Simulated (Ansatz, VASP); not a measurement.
**One calculation of BN, two programs**

File INCAR:

```
SYSTEM = BN
ALGO = Normal ; EDIFF = 1E-6
ENCUT = 520 ; GGA = PE
ISIF = 2 ; ISMEAR = -1
LASPH = .TRUE. ; LCHARG = .FALSE.
LREAL = .FALSE. ; LWAVE = .FALSE.
NBANDS = 11 ; NELM = 100
PREC = Accurate ; SIGMA = 0.02
```

KPOINTS

```
k-points
0
G
  12 12 12
  0 0 0
```

The input POSCAR:

```
BN
1.0
    0.0000000000      1.7370968217      1.7370968217
    1.7370968217      0.0000000000      1.7370968217
    1.7370968217      1.7370968217      0.0000000000
B N
1 1
Direct
    0.0000000000      0.0000000000      0.0000000000
    0.5000000000      0.5000000000      0.5000000000
```

Input for Ansatz:

```yaml
crystal:
  lattice:
    - [0.0, 1.7370968217, 1.7370968217]
    - [1.7370968217, 0.0, 1.7370968217]
    - [1.7370968217, 1.7370968217, 0.0]
  atoms:
    - { symbol: B, position: [0.0, 0.0, 0.0] }
    - { symbol: "N", position: [0.5, 0.5, 0.5] }
kpoints:
  mp_grid: { grid: [12, 12, 12] }
  band_path:
    path:
      - [0.0, 0.0, 0.0]
      - [0.5, 0.0, 0.5]
      - [0.625, 0.25, 0.625]
      - [0.375, 0.375, 0.75]
      - [0.5, 0.5, 0.5]
      - [0.5, 0.25, 0.75]
      - [0.0, 0.166667, -0.167969]
      - [0.0, 0.5, 0.5]
    npoints: 1
hamiltonian:
  xc: pbe
scf:
  occupations: { method: fermi_dirac, width: 0.02 }
  n_extra_bands: 4
output:
  forces: true
  stress: true
  eigenvalues: true
  write_density: true
  write_potential: true
  elf: true
  volumetric_format: npy
```

Change from the starting cell: hydrostatic strain -0.5%.

Alike in both runs: task single point; functional PBE; k mesh 12 × 12 × 12; occupations fermi-dirac, width 0.02 eV; no spin polarisation.

|  | VASP | Ansatz |
| --- | --- | --- |
| version | VASP 6.6.1 | Ansatz 0.2.0 |
| potentials or method | VASP PAW PBE potentials, release 64 (B, N) | plane waves, PAW |
| plane-wave cutoff (eV) | 520 | 420 |
| valence electrons in the cell | 8 | 8 |

|  | VASP | Ansatz | Ansatz less VASP |
| --- | --- | --- | --- |
| gap on the k mesh at the Fermi level (eV) | 1.31 | 1.31 | +0.005 |
| pressure (GPa) | 10.0 | 10.0 | +0.01 |
